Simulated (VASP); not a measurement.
# Cd (P6_3/mmc) in VASP: a series of runs

The runs below take Cd through single point, with PBE.

All numbers are computed with VASP 6.6.1; they aren't measurements. Logs are shortened: lines on timing, memory, paths and dates and some standing lists are left out, and cuts for length are marked.

## (1) The cell of the first run

Symmetry: P6_3/mmc, No. 194, hexagonal system. Conventional cell: a = 3.795 Å, b = 3.795 Å, c = 12.395 Å, α = 90.00°, β = 90.00°, γ = 120.00°. Cd (site symmetry 3m) has 4 Cd at 2.32 Å within 3.1 Å. Cd (site symmetry 3m) has 4 Cd at 2.32 Å within 3.1 Å.

## (2) Single point, PBE

Contents of INCAR:

```
  PREC = Accurate
  ENCUT = 520
  EDIFF = 1E-6
  ISMEAR = 0
  SIGMA = 0.1
  LREAL = F
  LASPH = T
  NELM = 60
  ALGO = Fast
  ISIF = 2
  LWAVE = F
  LCHARG = T
  GGA = PE
  LELF = T
  LVHAR = T
  NBANDS = 58
```

Contents of KPOINTS:

```
Automatic mesh
0
Gamma
  6 6 2
```

Contents of POSCAR:

```
Cd
1.0
    3.7950618696      0.0000000000      0.0000000000
   -1.8975309347      3.2866199880      0.0000000000
    0.0000000000      0.0000000000     12.3945594784
Cd
8
Direct
    0.0000000000      0.0000000000      0.0937500000
    0.0000000000      0.0000000000      0.5937500000
    0.0000000000      0.0000000000      0.4062500000
    0.0000000000      0.0000000000      0.9062500000
    0.3333333333      0.6666666667      0.1562500000
    0.6666666667      0.3333333333      0.6562500000
    0.3333333333      0.6666666667      0.3437500000
    0.6666666667      0.3333333333      0.8437500000
```

Potentials or basis: VASP PAW PBE potentials, release 64 (Cd).

Command:

```
cat potpaw_PBE.64/Cd/POTCAR > POTCAR
mpirun -np 1 vasp_std > vasp.out
```

OUTCAR:

```text
PREC = Accurate
   ENCUT = 520
   EDIFF = 1E-6
   ISMEAR = 0
   LREAL = F
   LASPH = T
   NELM = 60
   ISIF = 2
   GGA = PE

 ion  position               nearest neighbor table
   1  0.000  0.000  0.094-   4 2.32   5 2.32   5 2.32   5 2.32
   2  0.000  0.000  0.594-   3 2.32   6 2.32   6 2.32   6 2.32
   3  0.000  0.000  0.406-   2 2.32   7 2.32   7 2.32   7 2.32
   4  0.000  0.000  0.906-   1 2.32   8 2.32   8 2.32   8 2.32
   5  0.333  0.667  0.156-   7 2.32   1 2.32   1 2.32   1 2.32
   6  0.667  0.333  0.656-   8 2.32   2 2.32   2 2.32   2 2.32
   7  0.333  0.667  0.344-   5 2.32   3 2.32   3 2.32   3 2.32
   8  0.667  0.333  0.844-   6 2.32   4 2.32   4 2.32   4 2.32

  LATTYP: Found a hexagonal cell.
 ALAT       =     3.7950618696
 C/A-ratio  =     3.2659703331

  Lattice vectors:

 A1 = (   3.7950618696,   0.0000000000,   0.0000000000)
 A2 = (  -1.8975309347,   3.2866199880,   0.0000000000)
 A3 = (   0.0000000000,   0.0000000000,  12.3945594784)

Analysis of symmetry for initial positions (statically):
=====================================================================
 Subroutine PRICEL returns:
 Original cell was already a primitive cell.

 Routine SETGRP: Setting up the symmetry group for a
 hexagonal supercell.

 Subroutine GETGRP returns: Found 24 space group operations
 (whereof 12 operations were pure point group operations)
 out of a pool of 24 trial point group operations.

The static configuration has the point symmetry D_3d.
 The point group associated with its full space group is D_6h.

Analysis of symmetry for dynamics (positions and initial velocities):
=====================================================================
 Subroutine PRICEL returns:
 Original cell was already a primitive cell.

 Routine SETGRP: Setting up the symmetry group for a
 hexagonal supercell.

 Subroutine GETGRP returns: Found 24 space group operations
 (whereof 12 operations were pure point group operations)
 out of a pool of 24 trial point group operations.

The dynamic configuration has the point symmetry D_3d.
 The point group associated with its full space group is D_6h.

 Subroutine INISYM returns: Found 24 space group operations
 (whereof 12 operations are pure point group operations),
 and found     1 'primitive' translations

----------------------------------------------------------------------------------------

                                     Primitive cell

  volume of cell :     154.5964

  direct lattice vectors                    reciprocal lattice vectors
     3.795061870  0.000000000  0.000000000     0.263500316  0.152131978  0.000000000
    -1.897530935  3.286619988  0.000000000     0.000000000  0.304263956  0.000000000
     0.000000000  0.000000000 12.394559478     0.000000000  0.000000000  0.080680560

  length of vectors
     3.795061870  3.795061870 12.394559478     0.304263956  0.304263956  0.080680560

  position of ions in fractional coordinates (direct lattice)
     0.000000000  0.000000000  0.093750000
     0.000000000  0.000000000  0.593750000
     0.000000000  0.000000000  0.406250000
     0.000000000  0.000000000  0.906250000
     0.333333333  0.666666667  0.156250000
     0.666666667  0.333333333  0.656250000
     0.333333333  0.666666667  0.343750000
     0.666666667  0.333333333  0.843750000

  ion indices of the primitive-cell ions
   primitive index   ion index
                 1           1
                 2           2
                 3           3
                 4           4
                 5           5
                 6           6
                 7           7
                 8           8

----------------------------------------------------------------------------------------

 KPOINTS: Automatic mesh

Automatic generation of k-mesh.
 Grid dimensions read from file:
 generate k-points for:    6    6    2

 Generating k-lattice:

  Cartesian coordinates                     Fractional coordinates (reciprocal lattice)
     0.043916719  0.025355330  0.000000000     0.166666667  0.000000000  0.000000000
     0.000000000  0.050710659  0.000000000     0.000000000  0.166666667  0.000000000
     0.000000000  0.000000000  0.040340280     0.000000000  0.000000000  0.500000000

  Length of vectors
     0.050710659  0.050710659  0.040340280

  Shift w.r.t. Gamma in fractional coordinates (k-lattice)
     0.000000000  0.000000000  0.000000000

 Subroutine IBZKPT returns following result:
 ===========================================

 Found     14 irreducible k-points:

 Following reciprocal coordinates:
            Coordinates               Weight
  0.000000  0.000000  0.000000      1.000000
  0.166667  0.000000  0.000000      6.000000
  0.333333  0.000000  0.000000      6.000000
  0.500000  0.000000  0.000000      3.000000
  0.166667  0.166667  0.000000      6.000000
  0.333333  0.166667  0.000000     12.000000
  0.333333  0.333333  0.000000      2.000000
  0.000000  0.000000  0.500000      1.000000
  0.166667  0.000000  0.500000      6.000000
  0.333333  0.000000  0.500000      6.000000
  0.500000  0.000000  0.500000      3.000000
  0.166667  0.166667  0.500000      6.000000
  0.333333  0.166667  0.500000     12.000000
  0.333333  0.333333  0.500000      2.000000
   k-points           NKPTS =     14   k-points in BZ     NKDIM =     14   number of bands    NBANDS=     58
   number of dos      NEDOS =    301   number of ions     NIONS =      8
   total plane-waves  NPLWV =  75264
   dimension x,y,z NGX =    28 NGY =   28 NGZ =   96
   dimension x,y,z NGXF=    56 NGYF=   56 NGZF=  192
   ions per type =               8
   NGX,Y,Z   is equivalent  to a cutoff of  12.27, 12.27, 12.88 a.u.
   NGXF,Y,Z  is equivalent  to a cutoff of  24.53, 24.53, 25.75 a.u.
 SYSTEM =  unknown system
   PREC   = accura    normal or accurate (medium, high low for compatibility)
   ISTART =      0    job   : 0-new  1-cont  2-samecut
   ICHARG =      2    charge: 1-file 2-atom 10-const
   ISPIN  =      1    spin polarized calculation?
   LNONCOLLINEAR =      F non collinear calculations
   LSORBIT =      F    spin-orbit coupling
   LASPH  =      T    aspherical Exc in radial PAW
   ENCUT  =  520.0 eV  38.22 Ry    6.18 a.u.   7.06  7.06 23.05*2*pi/ulx,y,z
   NELM   =     60;   NELMIN=  2; NELMDL= -5     # of ELM steps
   EDIFF  = 0.1E-05   stopping-criterion for ELM
   LREAL  =      F    real-space projection
   EDIFFG = 0.1E-04   stopping-criterion for IOM
   NSW    =      0    number of steps for IOM
   IBRION =     -1    ionic relax: 0-MD 1-quasi-New 2-CG
   NFREE  =      0    steps in history (QN), initial steepest desc. (CG)
   ISIF   =      2    stress and relaxation
   ISYM   =      2    0-nonsym 1-usesym 2-fastsym
   POTIM  = 0.5000    time-step for ionic-motion
   TEBEG  =    0.0;   TEEND  =   0.0 temperature during run
   PSTRESS=    0.0 pullay stress
   NELECT =      96.0000    total number of electrons
   NUPDOWN=      -1.0000    fix difference up-down
   EMIN   =  10.00;   EMAX   =-10.00  energy-range for DOS
   EFERMI =   0.00;   METHOD = LEGACY
   ISMEAR =     0;   SIGMA  =   0.10  broadening in eV -4-tet -1-fermi 0-gaus
   EFERMI_NEDOS =   21; number of points for ismear=-14 and -15
   IALGO  =     68    algorithm
   IMIX   =      4    mixing-type and parameters
     AMIX     =   0.40;   BMIX     =  1.00
     AMIX_MAG =   1.60;   BMIX_MAG =  1.00
  volume/ion in A,a.u.               =      19.32       130.41
  Fermi-wavevector in a.u.,A,eV,Ry     =   1.396686  2.639354 26.541315  1.950732
  Thomas-Fermi vector in A             =   2.520016
   LORBIT       =      0    0 simple, 1 ext, 2 COOP (PROOUT), +10 PAW based schemes
   GGA     = PE    functional components
   LHFCALC =     F    Hartree Fock is set to
   AEXX    =    0.0000 exact exchange contribution
   IVDW    =     0    specifies the selected vdW correction
   LEPSILON=     F    determine dielectric tensor
   LRPA    =     F    only Hartree local field effects (RPA)
 non-spin polarized calculation
 RMM-DIIS sequential band-by-band and
 Gauss-broadening in eV      SIGMA  =   0.10
  energy-cutoff  :      520.00
  volume of cell :      154.60
 maximum number of plane-waves:      4194
   NGX = 15   NGY = 15   NGZ = 47

 number of electron      95.9999994 magnetization

 Free energy of the ion-electron system (eV)
  ---------------------------------------------------
  ext. energy  EPLUGINS =         0.00000000
  ---------------------------------------------------
  free energy    TOTEN  =        11.74687183 eV

  energy without entropy =       11.75891719  energy(sigma->0) =       11.75289451

 E-fermi :   3.7231     XC(G=0): -11.3657

 val. band max:        3.6890100231   @ k =   0.3333   0.1667   0.0000
 cond. band min:       3.8662720368   @ k =   0.1667   0.1667   0.5000
 fundamental gap:      0.1772620137
 Fermi energy:         3.7231327205

 k-point     1 :       0.0000    0.0000    0.0000
  band No.  band energies     occupation
      1      -7.8520      2.00000
      2      -7.8520      2.00000
      3      -7.8461      2.00000
      4      -7.8461      2.00000
      5      -7.7009      2.00000
      6      -7.7009      2.00000
[... 50 lines left out ...]
     57      12.1012      0.00000
     58      12.1303      0.00000

 k-point     2 :       0.1667    0.0000    0.0000
  band No.  band energies     occupation
      1      -8.0879      2.00000
      2      -7.9870      2.00000
      3      -7.9644      2.00000
      4      -7.8208      2.00000
      5      -7.8204      2.00000
      6      -7.7790      2.00000
[... 50 lines left out ...]
     57      10.8870      0.00000
     58      11.2361      0.00000

 k-point     3 :       0.3333    0.0000    0.0000
  band No.  band energies     occupation
      1      -8.1795      2.00000
      2      -8.0806      2.00000
      3      -7.9517      2.00000
      4      -7.8411      2.00000
      5      -7.8347      2.00000
      6      -7.8262      2.00000
[... 606 lines left out ...]
      3      -8.0209      2.00000
      4      -8.0209      2.00000
      5      -7.9307      2.00000
      6      -7.9307      2.00000
[... 50 lines left out ...]
     57      10.5076      0.00000
     58      10.5076      0.00000

 k-point    14 :       0.3333    0.3333    0.5000
  band No.  band energies     occupation
      1      -8.1617      2.00000
      2      -8.1617      2.00000
      3      -8.0748      2.00000
      4      -8.0748      2.00000
      5      -8.0034      2.00000
      6      -8.0034      2.00000
[... 50 lines left out ...]
     57       9.4026      0.00000
     58       9.4026      0.00000

------------------------ aborting loop because EDIFF is reached ----------------------------------------

  FORCE on cell =-STRESS in cart. coord.  units (eV):
  Direction    XX          YY          ZZ          XY          YZ          ZX
  --------------------------------------------------------------------------------------
  -------------------------------------------------------------------------------------
  Total       65.2092708     65.2092708     64.7054782      0.0000000      0.0000000      0.0000000
  in kB      675.8035642    675.8035642    670.5824524      0.0000000      0.0000000      0.0000000
  external PRESSURE =     674.0631936 kB  Pullay stress =       0.0000000 kB

 VOLUME and BASIS-vectors are now :
 -----------------------------------------------------------------------------
  energy-cutoff  :      520.00
  volume of cell :      154.60
      direct lattice vectors                 reciprocal lattice vectors
     3.795061870  0.000000000  0.000000000     0.263500316  0.152131978  0.000000000
    -1.897530935  3.286619988  0.000000000     0.000000000  0.304263956  0.000000000
     0.000000000  0.000000000 12.394559478     0.000000000  0.000000000  0.080680560

 POSITION                                       TOTAL-FORCE (eV/Angst)
 -----------------------------------------------------------------------------------
      0.00000      0.00000      1.16199        -0.000000      0.000000      0.054373
      0.00000      0.00000      7.35927         0.000000     -0.000000      0.054373
      0.00000      0.00000      5.03529        -0.000000      0.000000     -0.054373
      0.00000      0.00000     11.23257         0.000000     -0.000000     -0.054373
     -0.00000      2.19108      1.93665        -0.000000      0.000000     -0.025607
      1.89753      1.09554      8.13393         0.000000      0.000000     -0.025607
     -0.00000      2.19108      4.26063        -0.000000     -0.000000      0.025607
      1.89753      1.09554     10.45791         0.000000     -0.000000      0.025607
 -----------------------------------------------------------------------------------
    total drift:                               -0.000000      0.000000      0.000000

  FREE ENERGIE OF THE ION-ELECTRON SYSTEM (eV)
  ---------------------------------------------------
  free  energy   TOTEN  =        11.7468718282 eV

  energy  without entropy=       11.7589171887  energy(sigma->0) =       11.75289451
```

Run time: 3.7 min. Hardware: 1 thread of Intel Xeon 8259CL, shared host; peak memory 0.29 GiB.

What came out:

- Free energy: 11.7469 eV
- Pressure: 67.4 GPa
- Largest force: 0.054 eV/Å
- Band gap on the k mesh: zero (bands 48 and 49 overlap by 6.84 eV)

Forces on the atoms (eV/Å):
```
Cd   0.000  0.000  0.054
Cd   0.000  0.000  0.054
Cd   0.000  0.000 -0.054
Cd   0.000  0.000 -0.054
Cd   0.000  0.000 -0.026
Cd   0.000  0.000 -0.026
Cd   0.000  0.000  0.026
Cd   0.000  0.000  0.026
```

Stress tensor (GPa, compression positive):
```
67.58  0.00  0.00
 0.00 67.58  0.00
 0.00  0.00 67.06
```

Levels at points of the mesh, in eV from the Fermi level:
| k point | band 44 | band 45 | band 46 | band 47 | band 48 | band 49 | band 50 | band 51 | band 52 | band 53 |
| --- | --- | --- | --- | --- | --- | --- | --- | --- | --- | --- |
| (0.00, 0.00, 0.00) | -4.70 | -4.52 | 1.24 | 1.30 | 4.76 | 4.76 | 5.82 | 5.82 | 6.06 | 6.06 |
| (0.50, 0.00, 0.00) | -4.23 | -3.86 | -3.85 | -1.50 | -1.36 | -0.67 | 0.51 | 0.98 | 2.48 | 2.50 |
| (0.00, 0.00, 0.50) | -6.79 | -1.90 | -1.90 | 4.81 | 4.81 | 5.07 | 5.07 | 5.07 | 5.07 | 7.14 |
| (0.50, 0.00, 0.50) | -4.80 | -2.94 | -2.94 | -2.48 | -2.48 | 0.87 | 0.87 | 1.39 | 1.39 | 2.63 |

Caveat: the cell stands under pressure.

## (3) Single point, PBE

This run uses another cell than the first one, of 29.82 Å³/atom.

Contents of INCAR:

```
  PREC = Accurate
  ENCUT = 520
  EDIFF = 1E-7
  ISMEAR = 0
  SIGMA = 0.1
  LREAL = False
  LASPH = True
  NELM = 80
  ALGO = Fast
  ISIF = 2
  LWAVE = False
  LCHARG = False
  GGA = PE
  NBANDS = 58
```

Contents of KPOINTS:

```
regular mesh
0
Gamma
  9 9 4
```

Contents of POSCAR:

```
Cd
1.0
    4.9044293146      0.0000000000      0.0000000000
   -2.4522146573      4.2473603775      0.0000000000
    0.0000000000      0.0000000000     11.4539330131
Cd
8
Direct
    0.0000000000      0.0000000000      0.1296624872
    0.0000000000      0.0000000000      0.6296624872
    0.0000000000      0.0000000000      0.3703375128
    0.0000000000      0.0000000000      0.8703375128
    0.3333333333      0.6666666667      0.0302890742
    0.6666666667      0.3333333333      0.5302890742
    0.3333333333      0.6666666667      0.4697109258
    0.6666666667      0.3333333333      0.9697109258
```

Potentials or basis: VASP PAW PBE potentials, release 64 (Cd).

Command:

```
cat potpaw_PBE.64/Cd/POTCAR > POTCAR
mpirun -np 1 vasp_std > vasp.out
```

Wall time 16 min (1 thread of Intel Xeon 8259CL, shared host); peak memory 0.52 GiB.

The run converged. Its results:

```
Free energy            : -4.6786 eV
Pressure               : 0.2 GPa
Largest force          : 0.006 eV/Å
Band gap on the k mesh : zero (bands 48 and 49 overlap by 2.78 eV)
```

Forces on the atoms (eV/Å):
```
Cd   0.000  0.000  0.001
Cd   0.000  0.000  0.001
Cd   0.000  0.000 -0.001
Cd   0.000  0.000 -0.001
Cd   0.000  0.000  0.006
Cd   0.000  0.000  0.006
Cd   0.000  0.000 -0.006
Cd   0.000  0.000 -0.006
```

Levels at points of the mesh, in eV from the Fermi level:
```csv
k point,band 46,band 47,band 48,band 49,band 50,band 51
"(0.00, 0.00, 0.00)",1.99,1.99,2.02,2.33,2.40,2.40
"(0.00, 0.00, 0.50)",0.90,2.27,2.27,2.27,2.27,2.58
```

The gap in the log of VASP goes by the Fermi energy; the results here count the filled bands.